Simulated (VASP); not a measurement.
# Zn (P6_3/mmc) in VASP: further runs

Runs on Zn. Level: r2SCAN. Tasks: single point, relaxation of volume and atoms at fixed shape.

All numbers are computed with VASP 6.6.1; they aren't measurements. Logs are shortened: lines on timing, memory, paths and dates and some standing lists are left out, and cuts for length are marked.

## 1. The cell of the first run

It takes space group P6_3/mmc (No. 194, hexagonal). Conventional cell: a = 2.616 Å, b = 2.616 Å, c = 4.866 Å, α = 90.00°, β = 90.00°, γ = 120.00°. Within 3.5 Å of Zn (site symmetry -6m2) lie 12 Zn at 2.62 to 2.86 Å.

## 2. Single point, r2SCAN

POSCAR reads:

```
Zn
1.0
    2.6163297310      0.0000000000      0.0000000000
   -1.3081648655      2.2658080117      0.0000000000
    0.0000000000      0.0000000000      4.8661773199
Zn
2
Direct
    0.3333333333      0.6666666667      0.2500000000
    0.6666666667      0.3333333333      0.7500000000
```

INCAR.step1 reads:

```
PREC = Accurate
ENCUT = 520
ISMEAR = -1
SIGMA = 0.05
LREAL = F
LASPH = T
NELM = 60
NBANDS = 19
GGA = PE
ALGO = Normal
EDIFF = 1E-4
LWAVE = T
LCHARG = F
```

INCAR.step2 reads:

```
PREC = Accurate
ENCUT = 520
EDIFF = 1E-7
ISMEAR = -1
SIGMA = 0.05
LREAL = F
LASPH = T
NELM = 60
ALGO = Normal
ISIF = 2
LWAVE = F
LCHARG = F
METAGGA = R2SCAN
LMIXTAU = T
NBANDS = 19
ISTART = 1
```

KPOINTS reads:

```
Automatic mesh
0
Gamma
  11 11 5
```

Potentials or basis: VASP PAW PBE potentials, release 64 (Zn).

On the command line:

```sh
> cat potpaw_PBE.64/Zn/POTCAR > POTCAR
> cp INCAR.step1 INCAR
> mpirun -np 1 vasp_std > vasp.out
> cp INCAR.step2 INCAR
> mpirun -np 1 vasp_std > vasp.out
```

OUTCAR:

```text
PREC = Accurate
   ENCUT = 520
   EDIFF = 1E-7
   ISMEAR = -1
   LREAL = F
   LASPH = T
   NELM = 60
   ISIF = 2
   METAGGA = R2SCAN
   ISTART = 1

 ion  position               nearest neighbor table
   1  0.333  0.667  0.250-   2 2.86   2 2.86   2 2.86   2 2.86   2 2.86   2 2.86
   2  0.667  0.333  0.750-   1 2.86   1 2.86   1 2.86   1 2.86   1 2.86   1 2.86

  LATTYP: Found a hexagonal cell.
 ALAT       =     2.6163297310
 C/A-ratio  =     1.8599250936

  Lattice vectors:

 A1 = (   2.6163297310,   0.0000000000,   0.0000000000)
 A2 = (  -1.3081648655,   2.2658080117,   0.0000000000)
 A3 = (   0.0000000000,   0.0000000000,   4.8661773199)

Analysis of symmetry for initial positions (statically):
=====================================================================
 Subroutine PRICEL returns:
 Original cell was already a primitive cell.

 Routine SETGRP: Setting up the symmetry group for a
 hexagonal supercell.

 Subroutine GETGRP returns: Found 24 space group operations
 (whereof 12 operations were pure point group operations)
 out of a pool of 24 trial point group operations.

The static configuration has the point symmetry D_3d.
 The point group associated with its full space group is D_6h.

Analysis of symmetry for dynamics (positions and initial velocities):
=====================================================================
 Subroutine PRICEL returns:
 Original cell was already a primitive cell.

 Routine SETGRP: Setting up the symmetry group for a
 hexagonal supercell.

 Subroutine GETGRP returns: Found 24 space group operations
 (whereof 12 operations were pure point group operations)
 out of a pool of 24 trial point group operations.

The dynamic configuration has the point symmetry D_3d.
 The point group associated with its full space group is D_6h.

 Subroutine INISYM returns: Found 24 space group operations
 (whereof 12 operations are pure point group operations),
 and found     1 'primitive' translations

----------------------------------------------------------------------------------------

                                     Primitive cell

  volume of cell :      28.8472

  direct lattice vectors                    reciprocal lattice vectors
     2.616329731  0.000000000  0.000000000     0.382214821  0.220671830  0.000000000
    -1.308164865  2.265808012  0.000000000     0.000000000  0.441343660  0.000000000
     0.000000000  0.000000000  4.866177320     0.000000000  0.000000000  0.205500115

  length of vectors
     2.616329731  2.616329731  4.866177320     0.441343660  0.441343660  0.205500115

  position of ions in fractional coordinates (direct lattice)
     0.333333333  0.666666667  0.250000000
     0.666666667  0.333333333  0.750000000

  ion indices of the primitive-cell ions
   primitive index   ion index
                 1           1
                 2           2

----------------------------------------------------------------------------------------

 KPOINTS: Automatic mesh

Automatic generation of k-mesh.
 Grid dimensions read from file:
 generate k-points for:   11   11    5

 Generating k-lattice:

  Cartesian coordinates                     Fractional coordinates (reciprocal lattice)
     0.034746802  0.020061075  0.000000000     0.090909091  0.000000000  0.000000000
     0.000000000  0.040122151  0.000000000     0.000000000  0.090909091  0.000000000
     0.000000000  0.000000000  0.041100023     0.000000000  0.000000000  0.200000000

  Length of vectors
     0.040122151  0.040122151  0.041100023

  Shift w.r.t. Gamma in fractional coordinates (k-lattice)
     0.000000000  0.000000000  0.000000000

 Subroutine IBZKPT returns following result:
 ===========================================

 Found     48 irreducible k-points:

 Following reciprocal coordinates:
            Coordinates               Weight
  0.000000  0.000000  0.000000      1.000000
  0.090909  0.000000  0.000000      6.000000
  0.181818 -0.000000  0.000000      6.000000
  0.272727  0.000000  0.000000      6.000000
  0.363636  0.000000  0.000000      6.000000
  0.454545  0.000000  0.000000      6.000000
[... 16 lines left out ...]
  0.090909  0.090909  0.200000     12.000000
  0.181818  0.090909  0.200000     24.000000
 [... further k-points ...]
   k-points           NKPTS =     48   k-points in BZ     NKDIM =     48   number of bands    NBANDS=     19
   number of dos      NEDOS =    301   number of ions     NIONS =      2
   total plane-waves  NPLWV =  14400
   dimension x,y,z NGX =    20 NGY =   20 NGZ =   36
   dimension x,y,z NGXF=    40 NGYF=   40 NGZF=   72
   ions per type =               2
   NGX,Y,Z   is equivalent  to a cutoff of  12.71, 12.71, 12.30 a.u.
   NGXF,Y,Z  is equivalent  to a cutoff of  25.42, 25.42, 24.60 a.u.
 SYSTEM =  unknown system
   PREC   = accura    normal or accurate (medium, high low for compatibility)
   ISTART =      1    job   : 0-new  1-cont  2-samecut
   ICHARG =      0    charge: 1-file 2-atom 10-const
   ISPIN  =      1    spin polarized calculation?
   LNONCOLLINEAR =      F non collinear calculations
   LSORBIT =      F    spin-orbit coupling
   LASPH  =      T    aspherical Exc in radial PAW
   ENCUT  =  520.0 eV  38.22 Ry    6.18 a.u.   4.86  4.86  9.05*2*pi/ulx,y,z
   NELM   =     60;   NELMIN=  2; NELMDL=  0     # of ELM steps
   EDIFF  = 0.1E-06   stopping-criterion for ELM
   LREAL  =      F    real-space projection
   EDIFFG = 0.1E-05   stopping-criterion for IOM
   NSW    =      0    number of steps for IOM
   IBRION =     -1    ionic relax: 0-MD 1-quasi-New 2-CG
   NFREE  =      0    steps in history (QN), initial steepest desc. (CG)
   ISIF   =      2    stress and relaxation
   ISYM   =      2    0-nonsym 1-usesym 2-fastsym
   POTIM  = 0.5000    time-step for ionic-motion
   TEBEG  =    0.0;   TEEND  =   0.0 temperature during run
   PSTRESS=    0.0 pullay stress
   NELECT =      24.0000    total number of electrons
   NUPDOWN=      -1.0000    fix difference up-down
   EMIN   =  10.00;   EMAX   =-10.00  energy-range for DOS
   EFERMI =   0.00;   METHOD = LEGACY
   ISMEAR =    -1;   SIGMA  =   0.05  broadening in eV -4-tet -1-fermi 0-gaus
   EFERMI_NEDOS =   21; number of points for ismear=-14 and -15
   IALGO  =     38    algorithm
   IMIX   =      4    mixing-type and parameters
     AMIX     =   0.40;   BMIX     =  1.00
     AMIX_MAG =   1.60;   BMIX_MAG =  1.00
  volume/ion in A,a.u.               =      14.42        97.34
  Fermi-wavevector in a.u.,A,eV,Ry     =   1.539728  2.909664 32.256189  2.370763
  Thomas-Fermi vector in A             =   2.645915
   LORBIT       =      0    0 simple, 1 ext, 2 COOP (PROOUT), +10 PAW based schemes
   METAGGA = R2SCAN    functional components
   LHFCALC =     F    Hartree Fock is set to
   AEXX    =    0.0000 exact exchange contribution
   IVDW    =     0    specifies the selected vdW correction
   LEPSILON=     F    determine dielectric tensor
   LRPA    =     F    only Hartree local field effects (RPA)
 non-spin polarized calculation
  energy-cutoff  :      520.00
  volume of cell :       28.85
 maximum number of plane-waves:       789
 NGX is ok and might be reduce to    20
   NGX =  9   NGY =  9   NGZ = 19

 number of electron      24.0000035 magnetization

 Free energy of the ion-electron system (eV)
  ---------------------------------------------------
  ext. energy  EPLUGINS =         0.00000000
  ---------------------------------------------------
  free energy    TOTEN  =       -17.78239447 eV

  energy without entropy =      -17.77835806  energy(sigma->0) =      -17.78037626

 E-fermi :   3.3752     XC(G=0): -12.9544

 val. band max:        3.3058114565   @ k =   0.1818   0.1818   0.0000
 cond. band min:       3.3826504145   @ k =   0.3636   0.2727   0.4000
 fundamental gap:      0.0768389580
 Fermi energy:         3.3752495807

 k-point     1 :       0.0000    0.0000    0.0000
  band No.  band energies     occupation
      1      -7.9445      2.00000
      2      -5.8615      2.00000
      3      -5.0336      2.00000
      4      -4.7646      2.00000
      5      -4.7644      2.00000
      6      -4.7080      2.00000
[... 11 lines left out ...]
     18      24.0618      0.00000
     19      24.1663      0.00000

 k-point     2 :       0.0909    0.0000    0.0000
  band No.  band energies     occupation
      1      -7.6786      2.00000
      2      -5.7443      2.00000
      3      -5.0076      2.00000
      4      -4.7909      2.00000
      5      -4.7361      2.00000
      6      -4.7006      2.00000
[... 11 lines left out ...]
     18      22.5700      0.00000
     19      24.9901      0.00000

 k-point     3 :       0.1818   -0.0000    0.0000
  band No.  band energies     occupation
      1      -6.9149      2.00000
      2      -5.4868      2.00000
      3      -4.9740      2.00000
      4      -4.8448      2.00000
      5      -4.7080      2.00000
      6      -4.6897      2.00000
[... 11 lines left out ...]
     18      20.7522      0.00000
     19      21.2451      0.00000

 k-point     4 :       0.2727    0.0000    0.0000
  band No.  band energies     occupation
      1      -5.9193      2.00000
      2      -5.3968      2.00000
      3      -5.0041      2.00000
      4      -4.8692      2.00000
      5      -4.7729      2.00000
      6      -4.5898      2.00000
[... 11 lines left out ...]
     18      19.8042      0.00000
     19      21.1316      0.00000

 k-point     5 :       0.3636    0.0000    0.0000
  band No.  band energies     occupation
      1      -5.5746      2.00000
      2      -5.4728      2.00000
      3      -5.2235      2.00000
      4      -4.7175      2.00000
      5      -4.7154      2.00000
      6      -4.5661      2.00000
[... 11 lines left out ...]
     18      19.1569      0.00000
     19      21.1769      0.00000
[... 334 lines left out ...]
      2      -5.4827      2.00000
      3      -5.1895      2.00000
      4      -4.9599      2.00000
      5      -4.5882      2.00000
      6      -4.5281      2.00000
[... 11 lines left out ...]
     18      18.9080      0.00000
     19      19.8747      0.00000

 k-point    22 :       0.4545    0.0000    0.2000
  band No.  band energies     occupation
      1      -5.5991      2.00000
      2      -5.5752      2.00000
      3      -5.2721      2.00000
      4      -4.9850      2.00000
      5      -4.5597      2.00000
      6      -4.5103      2.00000
[... 11 lines left out ...]
     18      18.9231      0.00000
     19      19.2263      0.00000

 k-point    23 :       0.0909    0.0909    0.2000
  band No.  band energies     occupation
      1      -6.9146      2.00000
      2      -5.5495      2.00000
      3      -4.9795      2.00000
      4      -4.8522      2.00000
      5      -4.8254      2.00000
      6      -4.6002      2.00000
[... 11 lines left out ...]
     18      20.7400      0.00000
     19      24.2396      0.00000

 k-point    24 :       0.1818    0.0909    0.2000
  band No.  band energies     occupation
      1      -6.0339      2.00000
      2      -5.3006      2.00000
      3      -4.9893      2.00000
      4      -4.9385      2.00000
      5      -4.8888      2.00000
      6      -4.7341      2.00000
[... 11 lines left out ...]
     18      18.9223      0.00000
     19      21.8323      0.00000

 [... further k-points ...]
[... 5 lines left out ...]
  --------------------------------------------------------------------------------------
  -------------------------------------------------------------------------------------
  Total        0.3054464      0.3054464     -0.3442653     -0.0000000      0.0000000      0.0000000
  in kB       16.9645408     16.9645408    -19.1205470     -0.0000000      0.0000000      0.0000000
  external PRESSURE =       4.9361782 kB  Pullay stress =       0.0000000 kB

 VOLUME and BASIS-vectors are now :
 -----------------------------------------------------------------------------
  energy-cutoff  :      520.00
  volume of cell :       28.85
      direct lattice vectors                 reciprocal lattice vectors
     2.616329731  0.000000000  0.000000000     0.382214821  0.220671830  0.000000000
    -1.308164865  2.265808012  0.000000000     0.000000000  0.441343660  0.000000000
     0.000000000  0.000000000  4.866177320     0.000000000  0.000000000  0.205500115

 POSITION                                       TOTAL-FORCE (eV/Angst)
 -----------------------------------------------------------------------------------
     -0.00000      1.51054      1.21654         0.000000     -0.000000      0.000000
      1.30816      0.75527      3.64963        -0.000000      0.000000      0.000000
 -----------------------------------------------------------------------------------
    total drift:                               -0.000000      0.000000      0.000000

  FREE ENERGIE OF THE ION-ELECTRON SYSTEM (eV)
  ---------------------------------------------------
  free  energy   TOTEN  =       -17.7823944660 eV

  energy  without entropy=      -17.7783580624  energy(sigma->0) =      -17.78037626
```

It took 98 s on 1 thread of Intel Xeon 6975P-C, shared host; peak memory 0.16 GiB.

What came out:

- Free energy: -17.7824 eV
- Pressure: 0.5 GPa
- Band gap on the k mesh: zero (band 12 reaches 5.13 eV, above the bottom of band 13 at 0.26 eV)

Stress tensor (GPa, compression positive):
```
 1.70  0.00  0.00
 0.00  1.70  0.00
 0.00  0.00 -1.91
```

Caveat: the PAW data sets were made with another functional, which shifts forces and pressure a little.

## 3. Relaxation of volume and atoms at fixed shape, r2SCAN

This run uses another cell than the first one, of 15.33 Å³/atom, 1.063 times its volume.

POSCAR reads:

```
Zn
1.0
    2.6700000000      0.0000000000      0.0000000000
   -1.3350000000      2.3122878281      0.0000000000
    0.0000000000      0.0000000000      4.9660000000
Zn
2
Direct
    0.3333330000      0.6666670000      0.2500000000
    0.6666670000      0.3333330000      0.7500000000
```

INCAR.step1 reads:

```
SYSTEM = Zn
PREC     = Accurate       ! precision mode
ENCUT    = 600            ! plane-wave cutoff, eV
ISMEAR   = -1             ! smearing method
SIGMA    = 0.05           ! smearing width, eV
LREAL    = .FALSE.        ! projectors in reciprocal space
LASPH    = .TRUE.         ! aspherical terms in the spheres
NELM     = 60             ! most SCF steps
GGA      = PE             ! functional
ALGO     = Normal         ! electronic algorithm
EDIFF    = 1E-4           ! SCF threshold, eV
LWAVE    = .TRUE.         ! write WAVECAR
LCHARG   = .FALSE.        ! write CHGCAR
```

INCAR.step2 reads:

```
SYSTEM = Zn
PREC     = Accurate       ! precision mode
ENCUT    = 600            ! plane-wave cutoff, eV
EDIFF    = 1E-6           ! SCF threshold, eV
ISMEAR   = -1             ! smearing method
SIGMA    = 0.05           ! smearing width, eV
LREAL    = .FALSE.        ! projectors in reciprocal space
LASPH    = .TRUE.         ! aspherical terms in the spheres
NELM     = 60             ! most SCF steps
ALGO     = Normal         ! electronic algorithm
ISIF     = 8              ! what is computed and relaxed
LWAVE    = .FALSE.        ! write WAVECAR
LCHARG   = .FALSE.        ! write CHGCAR
METAGGA  = R2SCAN         ! meta-GGA
LMIXTAU  = .TRUE.       
IBRION   = 2              ! ionic algorithm
NSW      = 80             ! ionic steps
EDIFFG   = -0.03          ! ionic threshold
ISTART   = 1
```

KPOINTS reads:

```
Automatic mesh
0
G
  11 11 5
  0 0 0
```

Potentials or basis: VASP PAW PBE potentials, release 64 (Zn).

On the command line:

```sh
> cat potpaw_PBE.64/Zn/POTCAR > POTCAR
> cp INCAR.step1 INCAR
> mpirun -np 1 vasp_std > vasp.out
> cp INCAR.step2 INCAR
> mpirun -np 1 vasp_std > vasp.out
```

Run time: 2.5 min. Hardware: 1 thread of Intel Xeon 6975P-C, shared host; peak memory 0.18 GiB.

Results (log left out):

```yaml
Free_energy: -17.7851 eV
Relaxed_volume: 14.40 Å³/atom
Relaxed_cell: a = 2.615 Å, b = 2.615 Å, c = 4.864 Å, α = 90.00°, β = 90.00°, γ = 120.00°
Space_group_after_relaxing_to_0.05_Å: P6_3/mmc (No. 194)
Energy_gained_by_relaxing: 13.9 meV/atom
Ionic_steps: 2
Pressure_after_relaxing: 0.3 GPa
Band_gap_on_the_k_mesh: zero (band 12 reaches 5.14 eV, above the bottom of band 13 at 0.27 eV)
```

Stress tensor (GPa, compression positive):
```
 1.62  0.00  0.00
 0.00  1.62  0.00
 0.00  0.00 -2.27
```

Step by step:
| step | energy change (eV) | largest force (eV/Å) | pressure (GPa) | volume (Å³) |
| --- | --- | --- | --- | --- |
| 1 | 0.0000 | 0.0000 | -4.45 | 30.66 |
| 2 | -0.0278 | 0.0000 | 0.32 | 28.81 |

Final structure:
```cif
data_structure
_symmetry_space_group_name_H-M 'P 1'
_symmetry_Int_Tables_number 1
_cell_length_a 2.6151
_cell_length_b 2.6151
_cell_length_c 4.8640
_cell_angle_alpha 90.000
_cell_angle_beta 90.000
_cell_angle_gamma 120.000
_cell_volume 28.81
loop_
_atom_site_label
_atom_site_type_symbol
_atom_site_fract_x
_atom_site_fract_y
_atom_site_fract_z
_atom_site_occupancy
Zn1 Zn 0.33333 0.66667 0.25000 1
Zn2 Zn 0.66667 0.33333 0.75000 1
```

Levels at points of the mesh, in eV from the Fermi level:
```tsv
k point	band 9	band 10	band 11	band 12	band 13	band 14	band 15	band 16
(0.00, 0.00, 0.00)	-7.72	-7.49	-7.49	-4.11	-3.11	14.82	18.43	19.23
```

Caveat: the PAW data sets were made with another functional, which shifts forces and pressure a little.
